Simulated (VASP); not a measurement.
Here is a VASP 6.6.1 calculation.

The input INCAR:

```
PREC = Accurate ; ENCUT = 520
EDIFF = 1E-6 ; ISMEAR = -1
SIGMA = 0.05 ; LREAL = F
LASPH = T ; NELM = 80
ALGO = Normal ; ISIF = 2
LWAVE = F ; LCHARG = F
NBANDS = 16
```

The input KPOINTS:

```
regular mesh
0
Gamma
  11 11 11
```

File POSCAR:

```
HgTe
1.0
    0.0000000000      2.9863449365      2.9863449365
    2.9863449365      0.0000000000      2.9863449365
    2.9863449365      2.9863449365      0.0000000000
Hg Te
1 1
Direct
    0.0000000000      0.0000000000      0.0000000000
    0.2500000000      0.2500000000      0.2500000000
```

Potentials or basis: VASP PAW LDA potentials, release 64 (Hg, Te).

Command:

```bash
$ cat potpaw_LDA.64/Hg/POTCAR potpaw_LDA.64/Te/POTCAR > POTCAR
$ mpirun -np 1 vasp_std > vasp.out
```

(1) Predict the band gap on the k mesh.

(2) Predict the pressure.

Results:

(1) zero (filled and empty bands touch).

(2) 19.5 GPa.

Caveat: spin-orbit coupling is left out, which moves the levels of the heavy elements.
